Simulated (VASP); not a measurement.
# TiSi16 (a cell with a defect) in VASP: a series of runs

TiSi16 (a cell with a defect) is run at these levels: PBE; tasks: single point.

All numbers are computed with VASP 6.6.1; they aren't measurements. Logs are shortened: lines on timing, memory, paths and dates and some standing lists are left out, and cuts for length are marked.

### Step 1. The cell of the first run

The cell holds a defect, 17 atoms: a = 7.679 Å, b = 7.679 Å, c = 7.679 Å, α = 60.00°, β = 60.00°, γ = 60.00°.

### Step 2. Single point, PBE

Contents of INCAR:

```
SYSTEM = TiSi16
PREC = Accurate
ENCUT = 520
EDIFF = 1E-6
ISMEAR = -1
SIGMA = 0.02
LREAL = Auto
LASPH = .True.
NELM = 80
ALGO = Normal
ISIF = 2
LWAVE = .False.
LCHARG = .False.
GGA = PE
NBANDS = 52
```

Contents of KPOINTS:

```
regular mesh
0
Gamma
  2 2 2
  0 0 0
```

Contents of POSCAR:

```
TiSi16
1.0
    0.0000000000      5.4300000000      5.4300000000
    5.4300000000      0.0000000000      5.4300000000
    5.4300000000      5.4300000000      0.0000000000
Si Ti
16 1
Direct
    0.0074352670      0.0005689687      0.0004695212
    0.1448005525      0.1208594843      0.1207222836
    0.0004010129     -0.0230706262      0.5102511050
    0.1172387661      0.1160122468      0.6271260589
    0.0003755064      0.5103475138     -0.0231042357
    0.1172343462      0.6272216390      0.1159413444
   -0.0238345304      0.4861625230      0.4860938306
    0.1006907919      0.6105924494      0.6105677716
    0.5067093923      0.0167395948      0.0166250460
    0.6286228361      0.1386340700      0.1385335175
    0.4905784530      0.0006239411      0.5173790055
    0.6108612339      0.1209286372      0.6546927256
    0.4905817680      0.5174950276      0.0005333333
    0.6109022099      0.6548022099      0.1208513812
    0.4670186924      0.5104008287      0.5102927256
    0.6060232044      0.6272804788      0.6271861878
    0.7622986188      0.2722908840      0.2721886740
```

Potentials or basis: VASP PAW PBE potentials, release 64 (Si, Ti_sv).

Started as:

```sh
$ cat potpaw_PBE.64/Si/POTCAR potpaw_PBE.64/Ti_sv/POTCAR > POTCAR
$ mpirun -np 1 vasp_std > vasp.out
```

OUTCAR:

```text
SYSTEM = TiSi16
   PREC = Accurate
   ENCUT = 520
   EDIFF = 1E-6
   ISMEAR = -1
   LREAL = Auto
   LASPH = .True.
   NELM = 80
   ISIF = 2
   GGA = PE

 ion  position               nearest neighbor table
   1  0.007  0.001  0.000-   4 2.35   6 2.35   2 2.37  10 2.38  17 2.96
   2  0.145  0.121  0.121-   9 2.28   1 2.37  17 2.42   5 2.45   3 2.45
   3  0.000  0.977  0.510-   8 2.32   4 2.34   2 2.45  12 2.45  17 2.62
   4  0.117  0.116  0.627-   7 2.33   3 2.34   1 2.35  11 2.35
   5  0.000  0.510  0.977-   8 2.32   6 2.34  14 2.45   2 2.45  17 2.62
   6  0.117  0.627  0.116-   7 2.33   5 2.34   1 2.35  13 2.35
   7  0.976  0.486  0.486-   4 2.33  16 2.33   6 2.33   8 2.34
   8  0.101  0.611  0.611-   5 2.32   3 2.32  15 2.32   7 2.34
   9  0.507  0.017  0.017-   2 2.28  14 2.28  12 2.28  10 2.29
  10  0.629  0.139  0.139-   9 2.29   1 2.38  11 2.38  13 2.38  17 2.51
  11  0.491  0.001  0.517-  16 2.35   4 2.35  12 2.37  10 2.38  17 2.96
  12  0.611  0.121  0.655-   9 2.28  11 2.37  17 2.42  15 2.45   3 2.45
  13  0.491  0.517  0.001-  16 2.35   6 2.35  14 2.37  10 2.38  17 2.96
  14  0.611  0.655  0.121-   9 2.28  13 2.37  17 2.42  15 2.45   5 2.45
  15  0.467  0.510  0.510-   8 2.32  16 2.34  14 2.45  12 2.45  17 2.62
  16  0.606  0.627  0.627-   7 2.33  15 2.34  11 2.35  13 2.35
  17  0.762  0.272  0.272-  14 2.42  12 2.42   2 2.42  10 2.51   5 2.62   3 2.62  15 2.62  13 2.96
                            11 2.96   1 2.96

  LATTYP: Found a face centered cubic cell.
 ALAT       =    10.8600000000

  Lattice vectors:

 A1 = (   0.0000000000,   5.4300000000,   5.4300000000)
 A2 = (   5.4300000000,   0.0000000000,   5.4300000000)
 A3 = (   5.4300000000,   5.4300000000,   0.0000000000)

Analysis of symmetry for initial positions (statically):
=====================================================================
 Subroutine PRICEL returns:
 Original cell was already a primitive cell.

 Routine SETGRP: Setting up the symmetry group for a
 face centered cubic supercell.

 Subroutine GETGRP returns: Found  1 space group operations
 (whereof  1 operations were pure point group operations)
 out of a pool of 48 trial point group operations.

The static configuration has the point symmetry C_1 .

Analysis of symmetry for dynamics (positions and initial velocities):
=====================================================================
 Subroutine PRICEL returns:
 Original cell was already a primitive cell.

 Routine SETGRP: Setting up the symmetry group for a
 face centered cubic supercell.

 Subroutine GETGRP returns: Found  1 space group operations
 (whereof  1 operations were pure point group operations)
 out of a pool of 48 trial point group operations.

The dynamic configuration has the point symmetry C_1 .

 Subroutine INISYM returns: Found  1 space group operations
 (whereof  1 operations are pure point group operations),
 and found     1 'primitive' translations

----------------------------------------------------------------------------------------

                                     Primitive cell

  volume of cell :     320.2060

  direct lattice vectors                    reciprocal lattice vectors
     0.000000000  5.430000000  5.430000000    -0.092081031  0.092081031  0.092081031
     5.430000000  0.000000000  5.430000000     0.092081031 -0.092081031  0.092081031
     5.430000000  5.430000000  0.000000000     0.092081031  0.092081031 -0.092081031

  length of vectors
     7.679179644  7.679179644  7.679179644     0.159489025  0.159489025  0.159489025

  position of ions in fractional coordinates (direct lattice)
     0.007435267  0.000568969  0.000469521
     0.144800553  0.120859484  0.120722284
     0.000401013  0.976929374  0.510251105
     0.117238766  0.116012247  0.627126059
     0.000375506  0.510347514  0.976895764
     0.117234346  0.627221639  0.115941344
[... 9 lines left out ...]
     0.606023204  0.627280479  0.627186188
     0.762298619  0.272290884  0.272188674

  ion indices of the primitive-cell ions
   primitive index   ion index
                 1           1
                 2           2
                 3           3
                 4           4
                 5           5
                 6           6
[... 9 lines left out ...]
                16          16
                17          17

----------------------------------------------------------------------------------------

 KPOINTS: regular mesh

Automatic generation of k-mesh.
 Grid dimensions read from file:
 generate k-points for:    2    2    2

 Generating k-lattice:

  Cartesian coordinates                     Fractional coordinates (reciprocal lattice)
    -0.046040516  0.046040516  0.046040516     0.500000000  0.000000000  0.000000000
     0.046040516 -0.046040516  0.046040516     0.000000000  0.500000000  0.000000000
     0.046040516  0.046040516 -0.046040516     0.000000000  0.000000000  0.500000000

  Length of vectors
     0.079744512  0.079744512  0.079744512

  Shift w.r.t. Gamma in fractional coordinates (k-lattice)
     0.000000000  0.000000000  0.000000000

 Subroutine IBZKPT returns following result:
 ===========================================

 Found      8 irreducible k-points:

 Following reciprocal coordinates:
            Coordinates               Weight
  0.000000  0.000000  0.000000      1.000000
  0.500000  0.000000  0.000000      1.000000
  0.000000  0.500000  0.000000      1.000000
  0.000000  0.000000  0.500000      1.000000
  0.500000  0.500000  0.500000      1.000000
  0.500000  0.500000  0.000000      1.000000
  0.000000  0.500000  0.500000      1.000000
  0.500000  0.000000  0.500000      1.000000
   k-points           NKPTS =      8   k-points in BZ     NKDIM =      8   number of bands    NBANDS=     52
   number of dos      NEDOS =    301   number of ions     NIONS =     17
   total plane-waves  NPLWV = 216000
   dimension x,y,z NGX =    60 NGY =   60 NGZ =   60
   dimension x,y,z NGXF=   120 NGYF=  120 NGZF=  120
   ions per type =              16   1
   NGX,Y,Z   is equivalent  to a cutoff of  12.99, 12.99, 12.99 a.u.
   NGXF,Y,Z  is equivalent  to a cutoff of  25.98, 25.98, 25.98 a.u.
 SYSTEM =  TiSi16
   PREC   = accura    normal or accurate (medium, high low for compatibility)
   ISTART =      0    job   : 0-new  1-cont  2-samecut
   ICHARG =      2    charge: 1-file 2-atom 10-const
   ISPIN  =      1    spin polarized calculation?
   LNONCOLLINEAR =      F non collinear calculations
   LSORBIT =      F    spin-orbit coupling
   LASPH  =      T    aspherical Exc in radial PAW
   ENCUT  =  520.0 eV  38.22 Ry    6.18 a.u.  14.28 14.28 14.28*2*pi/ulx,y,z
   NELM   =     80;   NELMIN=  2; NELMDL= -5     # of ELM steps
   EDIFF  = 0.1E-05   stopping-criterion for ELM
   LREAL  =      T    real-space projection
   EDIFFG = 0.1E-04   stopping-criterion for IOM
   NSW    =      0    number of steps for IOM
   IBRION =     -1    ionic relax: 0-MD 1-quasi-New 2-CG
   NFREE  =      0    steps in history (QN), initial steepest desc. (CG)
   ISIF   =      2    stress and relaxation
   ISYM   =      2    0-nonsym 1-usesym 2-fastsym
   POTIM  = 0.5000    time-step for ionic-motion
   TEBEG  =    0.0;   TEEND  =   0.0 temperature during run
   PSTRESS=    0.0 pullay stress
   NELECT =      76.0000    total number of electrons
   NUPDOWN=      -1.0000    fix difference up-down
   EMIN   =  10.00;   EMAX   =-10.00  energy-range for DOS
   EFERMI =   0.00;   METHOD = LEGACY
   ISMEAR =    -1;   SIGMA  =   0.02  broadening in eV -4-tet -1-fermi 0-gaus
   EFERMI_NEDOS =   21; number of points for ismear=-14 and -15
   IALGO  =     38    algorithm
   IMIX   =      4    mixing-type and parameters
     AMIX     =   0.40;   BMIX     =  1.00
     AMIX_MAG =   1.60;   BMIX_MAG =  1.00
  volume/ion in A,a.u.               =      18.84       127.11
  Fermi-wavevector in a.u.,A,eV,Ry     =   1.013607  1.915439 13.978610  1.027399
  Thomas-Fermi vector in A             =   2.146786
   LORBIT       =      0    0 simple, 1 ext, 2 COOP (PROOUT), +10 PAW based schemes
   GGA     = PE    functional components
   LHFCALC =     F    Hartree Fock is set to
   AEXX    =    0.0000 exact exchange contribution
   IVDW    =     0    specifies the selected vdW correction
   LEPSILON=     F    determine dielectric tensor
   LRPA    =     F    only Hartree local field effects (RPA)
 non-spin polarized calculation
  energy-cutoff  :      520.00
  volume of cell :      320.21
 maximum number of plane-waves:      8646
 NGX is ok and might be reduce to    60
   NGX = 29   NGY = 29   NGZ = 29

 number of electron      76.0000002 magnetization

 Free energy of the ion-electron system (eV)
  ---------------------------------------------------
  ext. energy  EPLUGINS =         0.00000000
  ---------------------------------------------------
  free energy    TOTEN  =       -91.74616613 eV

  energy without entropy =      -91.71958902  energy(sigma->0) =      -91.73287757

 E-fermi :   6.9073     XC(G=0):  -9.7627

 val. band max:        6.9039103225   @ k =   0.5000   0.0000   0.0000
 cond. band min:       6.9193429011   @ k =   0.0000   0.5000   0.5000
 fundamental gap:      0.0154325786
 Fermi energy:         6.9072933308

 k-point     1 :       0.0000    0.0000    0.0000
  band No.  band energies     occupation
      1     -49.8727      2.00000
      2     -26.2626      2.00000
      3     -26.2322      2.00000
      4     -26.2319      2.00000
      5      -5.6971      2.00000
      6      -3.5004      2.00000
[... 42 lines left out ...]
     49       8.3100      0.00000
     50       8.5542      0.00000

 k-point     2 :       0.5000    0.0000    0.0000
  band No.  band energies     occupation
      1     -49.8727      2.00000
      2     -26.2626      2.00000
      3     -26.2322      2.00000
      4     -26.2319      2.00000
      5      -4.9827      2.00000
      6      -4.7807      2.00000
[... 310 lines left out ...]
 k-point     8 :       0.5000    0.0000    0.5000
  band No.  band energies     occupation
      1     -49.8727      2.00000
      2     -26.2626      2.00000
      3     -26.2322      2.00000
      4     -26.2319      2.00000
      5      -4.6612      2.00000
      6      -4.5747      2.00000
[... 42 lines left out ...]
     49       9.8711      0.00000
     50      10.4841      0.00000
 [bands above 50 left out]

------------------------ aborting loop because EDIFF is reached ----------------------------------------

  FORCE on cell =-STRESS in cart. coord.  units (eV):
  Direction    XX          YY          ZZ          XY          YZ          ZX
  --------------------------------------------------------------------------------------
  -------------------------------------------------------------------------------------
  Total        7.6741957      7.6980331      7.6939746     -0.7967417     -0.7949582     -0.7974489
  in kB       38.3984743     38.5177464     38.4974396     -3.9865632     -3.9776393     -3.9901018
  external PRESSURE =      38.4712201 kB  Pullay stress =       0.0000000 kB

 VOLUME and BASIS-vectors are now :
 -----------------------------------------------------------------------------
  energy-cutoff  :      520.00
  volume of cell :      320.21
      direct lattice vectors                 reciprocal lattice vectors
     0.000000000  5.430000000  5.430000000    -0.092081031  0.092081031  0.092081031
     5.430000000  0.000000000  5.430000000     0.092081031 -0.092081031  0.092081031
     5.430000000  5.430000000  0.000000000     0.092081031  0.092081031 -0.092081031

 POSITION                                       TOTAL-FORCE (eV/Angst)
 -----------------------------------------------------------------------------------
      0.00564      0.04292      0.04346         0.039486      0.058091      0.058489
      1.31179      1.44179      1.44253         0.218671      0.086858      0.086281
      8.07539      2.77284      5.30690         0.111342     -0.041235      0.110658
      4.03524      4.04190      1.26655         0.095714      0.045015      0.097325
      8.07573      5.30658      2.77323         0.110887      0.110889     -0.039458
      4.03537      1.26614      4.04240         0.095977      0.097803      0.045007
[... 9 lines left out ...]
      6.81175      6.69633      6.69684         0.044711      0.097478      0.097329
      2.95652      5.61727      5.61782        -1.128924     -1.138440     -1.139997
 -----------------------------------------------------------------------------------
    total drift:                                0.019589     -0.008096     -0.007443

  FREE ENERGIE OF THE ION-ELECTRON SYSTEM (eV)
  ---------------------------------------------------
  free  energy   TOTEN  =       -91.7461661263 eV

  energy  without entropy=      -91.7195890235  energy(sigma->0) =      -91.73287757
```

It took 3.9 min on 1 thread of Intel Xeon Platinum 8488C (Sapphire Rapids), shared host; peak memory 0.5 GiB.

What came out:

| Quantity | Value |
| --- | --- |
| Free energy | -91.7462 eV |
| Pressure | 3.8 GPa |
| Largest force | 1.967 eV/Å |
| Band gap on the k mesh | zero (band 38 reaches 6.92 eV, above the bottom of band 39 at 6.59 eV) |

Forces on the atoms (eV/Å):
```
Si   0.039  0.058  0.058
Si   0.219  0.087  0.086
Si   0.111 -0.041  0.111
Si   0.096  0.045  0.097
Si   0.111  0.111 -0.039
Si   0.096  0.098  0.045
Si   0.122  0.122  0.122
Si   0.092  0.093  0.094
Si  -0.030 -0.027 -0.026
Si  -0.019 -0.019 -0.019
Si   0.057  0.057  0.040
Si   0.087  0.088  0.220
Si   0.057  0.040  0.057
Si   0.087  0.219  0.088
Si  -0.040  0.110  0.109
Si   0.045  0.097  0.097
Ti  -1.129 -1.138 -1.140
```

Caveat: the k points lie up to 0.50 Å⁻¹ apart.

(Continued in part 2 of 2.)
